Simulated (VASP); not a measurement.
Write the native input for VASP 6.6.1 that does the following.

| Item | Value |
| --- | --- |
| Task | single point |
| Functional | r2SCAN |
| Dispersion | rVV10 |
| Potentials or basis | VASP PAW PBE potentials, release 64 (Pt) |
| Cutoff | 520 eV |
| k mesh | 12 × 12 × 12 |
| Occupations | fermi-dirac, width 0.025 eV |
| Spin | no spin polarisation |
| Dipole correction | no |
| Further INCAR settings | ALGO = Normal; EDIFF = 1e-06; NBANDS = 11 |

Crystal: Pt.

```xyz
1
Lattice="-0.0002 1.9683 1.9676 1.9526 0.0001 1.9677 1.9525 1.9684 0.0001" Properties=species:S:1:pos:R:3 pbc="T T T"
Pt    0.0144   -0.0015    0.0010
```

This cell differs from its parent crystal: the cell strained at random.

The input as run:

POSCAR

```
Pt
1.0
   -0.0001753593      1.9683241799      1.9676409774
    1.9525760970      0.0001364621      1.9676581282
    1.9524949670      1.9684072663      0.0000696910
Pt
1
Direct
   -0.0037990000      0.0043280000      0.0030540000
```

INCAR.step1

```
SYSTEM = Pt
PREC = Accurate
ENCUT = 520
ISMEAR = -1
SIGMA = 0.025
LREAL = .False.
LASPH = .True.
NELM = 60
NBANDS = 11
GGA = PE
ALGO = Normal
EDIFF = 1E-4
LWAVE = .True.
LCHARG = .False.
```

INCAR.step2

```
SYSTEM = Pt
PREC = Accurate
ENCUT = 520
EDIFF = 1E-6
ISMEAR = -1
SIGMA = 0.025
LREAL = .False.
LASPH = .True.
NELM = 60
ALGO = Normal
ISIF = 2
LWAVE = .False.
LCHARG = .False.
METAGGA = R2SCAN
LMIXTAU = .True.
LUSE_VDW = .True.
IVDW_NL = 2
BPARAM = 11.95
CPARAM = 0.0093
NBANDS = 11
ISTART = 1
```

KPOINTS

```
regular mesh
0
Gamma
  12 12 12
  0 0 0
```

Potentials or basis: VASP PAW PBE potentials, release 64 (Pt).

Command:

```console
$ cat potpaw_PBE.64/Pt/POTCAR > POTCAR
$ cp INCAR.step1 INCAR
$ mpirun -np 1 vasp_std > vasp.out
$ cp INCAR.step2 INCAR
$ mpirun -np 1 vasp_std > vasp.out
```

Results of the run:

```
Pressure               : 2.1 GPa
Band gap on the k mesh : zero (bands 5 and 6 overlap by 2.37 eV)
```

Caveat: the cell differs from its parent crystal (the cell strained at random); the PAW data sets were made with another functional, which shifts forces and pressure a little; spin-orbit coupling is left out, which moves the levels of the heavy elements.

Wall time 3.2 min on 1 thread of AMD EPYC 9R45 96-Core Processor (Zen 5), on a shared host, peak memory 0.25 GiB.
